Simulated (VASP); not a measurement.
Runs of VASP 6.6.1 on V. The structure is that of space group P6_3/mmc (No. 194), or close to it. The cells are those of the table. 

| task | spin | cell | k mesh | cutoff (eV) | gap on the mesh (eV) | pressure (GPa) | relaxed volume (Å³/atom) |
| --- | --- | --- | --- | --- | --- | --- | --- |
| single point | collinear, ferromagnetic start | a = 2.938, b = 2.938, c = 8.002 Å, angles 90.0, 90.0, 120.0°, 4 atoms | 9 × 9 × 2 | 520 | none | 120.9 | - |
| relaxation of cell and atoms | off | relaxed from a = 2.784, b = 2.784, c = 7.985 Å, angles 90.0, 90.0, 120.0°, 4 atoms | 18 × 18 × 6 | 600 | none | 0.0 | 13.45 |
| single point | off | a = 4.131, b = 4.131, c = 4.096 Å, angles 90.0, 90.0, 120.0°, 4 atoms | 15 × 15 × 12 | 520 | none | 1.0 | - |
| relaxation of cell and atoms | off | relaxed from a = 2.610, b = 2.610, c = 9.038 Å, angles 90.0, 90.0, 120.0°, 4 atoms | 21 × 21 × 6 | 600 | none | -0.1 | (a) |

Alike in all rows: level PBEsol; potentials or basis VASP PAW PBE potentials, release 64 (V_sv); smearing gaussian 0.1 eV.

Q: Estimate the missing entries.

A: (a) 13.35.

Caveats: some runs use coarse meshes; the PAW data sets were made with another functional, which shifts forces and pressure a little.

A gap of «none» marks levels without a gap at the run's occupations.
